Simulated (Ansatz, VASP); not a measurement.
## NbTe in VASP and in Ansatz

```
Te Nb
1.0
     3.70297    0.00000    0.00000
    -1.85149    3.20687    0.00000
     0.00000    0.00000    3.69421
Te Nb
1 1
Direct
  0.66667 0.33333 0.00000
  0.00000 0.00000 0.50000
```

Alike in both runs: task single point; functional PBE; k mesh 8 × 8 × 7; occupations gaussian, width 0.012 eV; no spin polarisation.

|  | VASP | Ansatz |
| --- | --- | --- |
| version | VASP 6.6.1 | Ansatz 0.2.0 |
| potentials or method | VASP PAW PBE potentials, release 64 (Te, Nb_sv) | Ansatz PAW |
| plane-wave cutoff (eV) | 520 | 420 |
| valence electrons in the cell | 19 | 29 |

|  | VASP | Ansatz | Ansatz less VASP |
| --- | --- | --- | --- |
| gap on the k mesh at the Fermi level (eV) | none | none | - |
| pressure (GPa) | -0.8 | -0.6 | +0.23 |
| traceless stress, the component that is largest in VASP (GPa) | 0.91 | 0.96 | +0.047 |

A gap of «none» marks a metal or a gap that the smearing closes. With one functional, cell and mesh, what is left measures potentials, basis and numerics. VASP's potentials hold 19 valence electrons a cell and Ansatz's 29, so a difference there can come from the potentials and not from the codes.

Spin-orbit coupling is off throughout.
